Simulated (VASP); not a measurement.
Wanted: the native input for a VASP 6.6.1 run.

```
Task                   : single point
Functional             : PBE
Dispersion             : D3(BJ)
Potentials or basis    : VASP PAW PBE potentials, release 64 (Pb_d, Se)
Cutoff                 : 520 eV
k mesh                 : 8 × 8 × 8
Occupations            : fermi-dirac, width 0.05 eV
Spin                   : no spin polarisation
Dipole correction      : no
Further INCAR settings : ALGO = Normal; EDIFF = 1e-06; NBANDS = 17
```

The structure of PbSe (Clausthalite) lies in POSCAR:

```
PbSe
1.0
    0.0000000000      3.0667471310      3.0667471310
    3.0667471310      0.0000000000      3.0667471310
    3.0667471310      3.0667471310      0.0000000000
Pb Se
1 1
Direct
    0.0000000000      0.0000000000      0.0000000000
    0.5000000000      0.5000000000      0.5000000000
```

The input as run:

INCAR

```
SYSTEM = PbSe
PREC = Accurate ; ENCUT = 520
EDIFF = 1E-6 ; ISMEAR = -1
SIGMA = 0.05 ; LREAL = .False.
LASPH = .True. ; NELM = 60
ALGO = Normal ; ISIF = 2
LWAVE = .False. ; LCHARG = .False.
GGA = PE ; IVDW = 12
NBANDS = 17
```

KPOINTS

```
Automatic mesh
0
Gamma
  8 8 8
  0 0 0
```

Potentials or basis: VASP PAW PBE potentials, release 64 (Pb_d, Se).

Command:

```sh
$ cat potpaw_PBE.64/Pb_d/POTCAR potpaw_PBE.64/Se/POTCAR > POTCAR
$ mpirun -np 1 vasp_std > vasp.out
```

Results of the run:

The pressure is 0.0 GPa. The band gap on the k mesh is 0.31 eV, direct and the dispersion energy per atom is -0.366 eV.

Caveat: spin-orbit coupling is left out, which moves the levels of the heavy elements.

It took 15 s on 1 thread of Intel(R) Xeon(R) Platinum 8375C CPU @ 2.90GHz (Ice Lake), on a shared host, peak memory 0.19 GiB.
